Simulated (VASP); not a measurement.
**W3C: single point with LDA**

System: W3C, a slab with vacuum.

```
W C
1.0
     2.80901    0.00000    0.00000
    -1.40451    2.43267    0.00000
     0.00000    0.00000   20.11443
W C
3 1
Direct
  0.66667 0.33333 0.19886
  0.33333 0.66667 0.31357
  0.00000 0.00000 0.42827
  0.66667 0.33333 0.48314
```

```json
{
  "Program": "VASP 6.6.1",
  "Task": "single point",
  "Functional": "LDA",
  "Potentials or basis": "VASP PAW LDA potentials, release 64 (W_sv, C)",
  "Cutoff": "520 eV",
  "k mesh": "12 × 12 × 1",
  "Occupations": "gaussian, width 0.1 eV",
  "Spin": "no spin polarisation"
}
```

```
Largest force          : 0.570 eV/Å
Band gap on the k mesh : zero (bands 23 and 24 overlap by 1.08 eV)
```

Forces on the atoms (eV/Å):
```
W    0.000  0.000 -0.216
W    0.000  0.000 -0.545
W    0.000  0.000  0.570
C    0.000  0.000  0.191
```

Levels at points of the mesh, in eV from the Fermi level:
| k point | band 21 | band 22 | band 23 | band 24 | band 25 | band 26 |
| --- | --- | --- | --- | --- | --- | --- |
| (0.00, 0.00, 0.00) | -0.70 | -0.70 | -0.19 | -0.19 | 0.21 | 1.58 |
| (0.50, 0.00, 0.00) | -1.48 | -0.05 | 0.23 | 1.38 | 1.86 | 2.93 |

It took 3.9 min on 1 thread of Intel(R) Xeon(R) Platinum 8259CL CPU @ 2.50GHz (Skylake/Cascade Lake), with other jobs on the host, peak memory 0.26 GiB.

Caveat: spin-orbit coupling is left out, which moves the levels of the heavy elements.
